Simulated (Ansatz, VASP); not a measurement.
# PbSe in VASP and in Ansatz

```
Pb Se
1.0
     5.35150    0.00000    0.00000
     0.00000    5.35150    0.00000
     0.00000    0.00000    4.22335
Pb Se
2 2
Direct
  0.50000 0.00000 0.68224
  0.00000 0.50000 0.31776
  0.00000 0.00000 0.00000
  0.50000 0.50000 0.00000
```

Change from the starting cell: ordered vacancies on the anion sites of fluorite (P4/nmm, No. 129).

Alike in both runs: functional PBE; k mesh 8 × 8 × 8; occupations gaussian, width 0.02 eV; no spin polarisation.

Ansatz relaxed the structure, and its values are those at the end. VASP's run is a single point on that final structure, the one shown.

|  | VASP | Ansatz |
| --- | --- | --- |
| version | VASP 6.6.1 | Ansatz 0.2.0 |
| potentials or method | VASP PAW PBE potentials, release 64 (Pb_d, Se), cutoff 520 eV | scalar-relativistic, plane waves, PAW |
| valence electrons in the cell | 40 | 60 |

Ansatz gave:

* gap on the k mesh at the Fermi level (eV): 0.41
* least direct gap on the mesh (eV): 0.93
* pressure (GPa): 0.0
* rms of the force components (eV/Å): 0.002

**Question.** Estimate VASP's values.

**Answer.** gap on the k mesh at the Fermi level (eV): 0.40; least direct gap on the mesh (eV): 0.93; pressure (GPa): 0.0; rms of the force components (eV/Å): 0.004.

The functional is the same, so the differences come from potentials, cutoffs and numerics. VASP's potentials hold 40 valence electrons a cell and Ansatz's 60, so a difference there can come from the potentials and not from the codes.

Neither program's run includes spin-orbit coupling.
